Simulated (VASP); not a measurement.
Set up this calculation in VASP 6.6.1, as the native input.

| Quantity | Value |
| --- | --- |
| Task | electric field gradients |
| Functional | PBEsol |
| Potentials or basis | VASP PAW PBE potentials, release 64 (Ti_sv) |
| Cutoff | 520 eV |
| k mesh | 14 × 14 × 14 |
| Occupations | fermi-dirac, width 0.05 eV |
| Spin | no spin polarisation |
| Dipole correction | no |
| Further INCAR settings | ALGO = Normal; EDIFF = 1e-08; NBANDS = 12 |

The structure of Ti lies in POSCAR:

```
Ti
1.0
   -1.6738200000      1.6738200000      1.6410000000
    1.6738200000     -1.6738200000      1.6410000000
    1.6738200000      1.6738200000     -1.6410000000
Ti
1
Direct
    0.0000000000      0.0000000000      0.0000000000
```

This cell differs from its parent crystal: equal xx and yy strain of +2 %.

The input as run:

INCAR

```
SYSTEM = Ti
PREC = Accurate
ENCUT = 520
EDIFF = 1E-8
ISMEAR = -1
SIGMA = 0.05
LREAL = .False.
LASPH = .True.
NELM = 100
ALGO = Normal
ISIF = 2
LWAVE = .False.
LCHARG = .False.
GGA = PS
LEFG = .True.
NBANDS = 12
```

KPOINTS

```
Automatic mesh
0
Gamma
  14 14 14
  0 0 0
```

Potentials or basis: VASP PAW PBE potentials, release 64 (Ti_sv).

The run is started by

```bash
$ cat potpaw_PBE.64/Ti_sv/POTCAR > POTCAR
$ mpirun -np 1 vasp_std > vasp.out
```

It gave:

```yaml
Pressure: -10.1 GPa
Band_gap_on_the_k_mesh: zero (band 6 reaches 8.31 eV, above the bottom of band 7 at 6.78 eV)
```

Caveat: the cell differs from its parent crystal (equal xx and yy strain of +2 %); without QUAD_EFG the Cq values of the log hold for a quadrupole moment of 1 mb, not for the nuclei; the PAW data sets were made with another functional, which shifts forces and pressure a little.

It took 37 s on 1 thread of Intel Xeon 6975P-C, on a shared host, peak memory 0.17 GiB.
